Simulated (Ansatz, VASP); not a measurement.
# One calculation of Sc, two programs

```
Sc
1.0
     0.00000    2.11464    2.11464
     2.11464    0.00000    2.11464
     2.11464    2.11464    0.00000
Sc
1
Direct
  0.00000 0.00000 0.00000
```

Change from the starting cell: volume scaled by 0.8, LAPW.

Alike in both runs: task single point; functional PBEsol; k mesh 14 × 14 × 14; occupations fermi-dirac, width 0.08 eV; no spin polarisation.

```csv
,VASP,Ansatz
version,VASP 6.6.1,Ansatz 0.2.0
potentials or method,"VASP PAW PBE potentials, release 64 (Sc_sv), cutoff 520 eV","all-electron LAPW, scalar-relativistic"
```

VASP gave:

| Quantity | Value |
| --- | --- |
| pressure (GPa) | 17.0 |

Problem. Which values does Ansatz return?

Solution. Pressure (GPa): 16.9.

VASP's potentials were made for PBE, not for PBEsol. Ansatz ran all-electron here, and VASP with PAW potentials.
